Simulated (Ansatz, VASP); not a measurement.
SnO2 in VASP and in Ansatz

Contents of INCAR:

```
SYSTEM = SnO2
  ALGO = Normal
  EDIFF = 1E-6
  ENCUT = 520
  GGA = PE
  ISIF = 2
  ISMEAR = -1
  LASPH = .True.
  LCHARG = .True.
  LELF = .True.
  LREAL = .False.
  LVHAR = .True.
  LWAVE = .False.
  NBANDS = 35
  NELM = 60
  PREC = Accurate
  SIGMA = 0.03
```

KPOINTS

```
k-points
0
Gamma
  4 4 6
  0 0 0
```

POSCAR

```
SnO2
1.0
    4.7373500000      0.0000000000      0.0000000000
    0.0000000000      4.7373500000      0.0000000000
    0.0000000000      0.0000000000      3.2819920000
Sn O
2 4
Direct
    0.0000000000      0.0000000000      0.0000000000
    0.5000000000      0.5000000000      0.5000000000
    0.3056200000      0.3056200000      0.0000000000
    0.1943800000      0.8056200000      0.5000000000
    0.6943800000      0.6943800000      0.0000000000
    0.8056200000      0.1943800000      0.5000000000
```

Input for Ansatz:

```yaml
crystal:
  lattice:
    - [4.73735, 0.0, 0.0]
    - [0.0, 4.73735, 0.0]
    - [0.0, 0.0, 3.281992]
  atoms:
    - { symbol: Sn, position: [0.0, 0.0, 0.0] }
    - { symbol: Sn, position: [0.5, 0.5, 0.5] }
    - { symbol: O, position: [0.30562, 0.30562, 0.0] }
    - { symbol: O, position: [0.19438, 0.80562, 0.5] }
    - { symbol: O, position: [0.69438, 0.69438, 0.0] }
    - { symbol: O, position: [0.80562, 0.19438, 0.5] }
kpoints:
  mp_grid: { grid: [4, 4, 6] }
  band_path:
    path:
      - [0.0, 0.0, 0.0]
      - [0.0, 0.5, 0.0]
      - [0.5, 0.5, 0.0]
      - [0.0, 0.0, 0.0]
      - [0.0, 0.0, 0.5]
      - [0.0, 0.5, 0.5]
      - [0.5, 0.5, 0.5]
      - [0.0, 0.0, 0.5]
      - [0.0, 0.5, 0.0]
    npoints: 5
scf:
  occupations: { method: fermi_dirac, width: 0.03 }
hamiltonian:
  xc: pbe
  pseudopotentials: { kind: all_electron, lapw: { basis_error: 0.001 } }
output:
  forces: true
  stress: true
  eigenvalues: true
```

Change from the starting cell: zz strain of +3 %.

Alike in both runs: task single point; functional PBE; k mesh 4 × 4 × 6; occupations fermi-dirac, width 0.03 eV; no spin polarisation.

|  | VASP | Ansatz |
| --- | --- | --- |
| version | VASP 6.6.1 | Ansatz 0.2.0 |
| potentials or method | VASP PAW PBE potentials, release 64 (Sn_d, O), cutoff 520 eV | all-electron LAPW, scalar-relativistic |

VASP gave:

* pressure (GPa): 4.0
* traceless stress, the component that is largest in VASP (GPa): -3.54
* rms of the force components (eV/Å): 0.070

Q: Which values does Ansatz return?

A: Pressure (GPa): 3.4; traceless stress, the component that is largest in VASP (GPa): -3.69; rms of the force components (eV/Å): 0.074.

Atom by atom the forces differ by 0.004 eV/Å (rms over components). Ansatz ran all-electron here, and VASP with PAW potentials.
